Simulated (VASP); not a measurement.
Input of a VASP 6.6.1 run:

The input INCAR:

```
  ALGO = Normal
  EDIFF = 1E-6
  EDIFFG = -0.05
  ENCUT = 600
  GGA = PE
  IBRION = 2
  ISIF = 3
  ISMEAR = 0
  LASPH = T
  LCHARG = F
  LREAL = F
  LWAVE = F
  NELM = 100
  NSW = 100
  PREC = Accurate
  SIGMA = 0.1
```

File KPOINTS:

```
k-points
0
Gamma
  6 6 6
```

POSCAR

```
Ca2AsF
1.0
    1.9620704325      1.1328018924      6.6309704918
   -1.9620704325      1.1328018924      6.6309704918
    0.0000000000     -2.2656037848      6.6309704918
Ca As F
2 1 1
Direct
    0.2313000000      0.2313000000      0.2313000000
    0.7687000000      0.7687000000      0.7687000000
    0.5000000000      0.5000000000      0.5000000000
    0.0000000000      0.0000000000      0.0000000000
```

Potentials or basis: VASP PAW PBE potentials, release 64 (Ca_sv, As, F).

The run is started by

```sh
$ cat potpaw_PBE.64/Ca_sv/POTCAR potpaw_PBE.64/As/POTCAR potpaw_PBE.64/F/POTCAR > POTCAR
$ mpirun -np 1 vasp_std > vasp.out
```

(1) Estimate the band gap on the k mesh.

(2) What does it give for the space group after relaxing (to 0.1 Å)?

(3) Predict the relaxed cell.

(4) Predict the relaxed volume.

Results:

(1) 0.81 eV.

(2) R-3m (No. 166).

(3) a = 6.464 Å, b = 6.464 Å, c = 6.464 Å, α = 37.73°, β = 37.73°, γ = 37.73°.

(4) 22.69 Å³/atom.
